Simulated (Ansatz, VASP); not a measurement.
One calculation of MgO, two programs

```xyz
12
Lattice="-3.4518 0.0000 0.0000 -1.7259 -2.9893 0.0000 -0.5753 -0.9964 12.4189" Properties=species:S:1:pos:R:3 pbc="T T T"
Mg   -3.4518   -1.9929    1.0351
Mg   -3.4518   -1.9929    5.1748
Mg   -3.4518   -1.9929    9.3144
Mg   -1.7259   -0.9964   11.3842
Mg   -1.7259   -0.9964    3.1049
Mg   -1.7259   -0.9964    7.2446
O    -3.4518   -1.9929   11.3842
O    -3.4518   -1.9929    3.1049
O    -3.4518   -1.9929    7.2446
O    -1.7259   -0.9964    1.0351
O    -1.7259   -0.9964    5.1748
O    -1.7259   -0.9964    9.3144
```

Alike in both runs: task single point; functional LDA; k mesh 8 × 8 × 2; occupations gaussian, width 0.05 eV; no spin polarisation.

```csv
,VASP,Ansatz
version,VASP 6.6.1,Ansatz 0.2.0
potentials or method,"VASP PAW LDA potentials, release 64 (Mg, O), cutoff 520 eV","scalar-relativistic, plane waves, PAW"
valence electrons in the cell,48,96
```

```csv
,VASP,Ansatz,Ansatz less VASP
gap on the k mesh at the Fermi level (eV),2.66,2.67,+0.015
least direct gap on the mesh (eV),2.66,2.67,+0.015
pressure (GPa),-1.2,0.5,+1.72
"traceless stress, the component that is largest in VASP (GPa)",6.37,6.27,-0.105
rms of the force components (eV/Å),0.677,0.663,-0.0140
```

Ansatz warns that its potentials were made for another functional, while VASP's fit it. LDA's correlation is that of Perdew and Zunger in VASP and of Perdew and Wang (1992) in Ansatz. Atom by atom the forces differ by 0.016 eV/Å (rms over components). VASP's potentials hold 48 valence electrons a cell and Ansatz's 96, so a difference there can come from the potentials and not from the codes.
